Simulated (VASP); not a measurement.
Runs of VASP 6.6.1 on MnS. Symmetry: F-43m, No. 216, cubic system. Conventional cell: a = 5.600 Å, b = 5.600 Å, c = 5.600 Å, α = 90.00°, β = 90.00°, γ = 90.00°. Within 3.2 Å of Mn (site symmetry -43m) lie 4 S at 2.42 Å. S (site symmetry -43m) has 4 Mn at 2.42 Å within 3.2 Å. 

```tsv
level	U	k mesh	smearing	LDAUTYPE	hund's J	gap on the mesh (eV)	pressure (GPa)	moment (μB)
PBE	-	1 × 1 × 1, shifted	methfessel-paxton 0.136057 eV	-	-	1.69	(b)	5.00
PBE+U	Mn d U = 3.4 eV, J = 0.51 eV	4 × 4 × 4	methfessel-paxton 0.1 eV	1	0.51	0.80	4.5	5.00
PBE	-	4 × 4 × 4	gaussian 0.1 eV	-	-	none	(c)	4.91
PBE	-	4 × 1 × 1	gaussian 0.1 eV	-	-	(a)	(d)	5.00
BLYP	-	4 × 4 × 4	tetrahedron	-	-	none	4.8	4.97
PBE	-	1 × 1 × 2	gaussian 0.1 eV	-	-	none	-11.7	2.00
```

Alike in all rows: task single point; potentials or basis VASP PAW PBE potentials, release 64 (Mn_pv, S); spin collinear, ferromagnetic start; cell as given; cutoff (eV) 520.

**Question.** Fill in the values left out.

**Answer.** (a) 0.36; (b) 2.9; (c) 1.0; (d) 11.6.

Caveats: all runs use coarse meshes; a cell with one magnetic atom can't hold antiferromagnetic order, which such compounds often take; semilocal functionals often make such compounds metallic where correlation or magnetic order opens a gap, which also shifts bond lengths (some runs); the PAW data sets were made with another functional, which shifts forces and pressure a little (some runs).

A k mesh can miss the band edges.

A gap of «none» marks levels without a gap at the run's occupations.
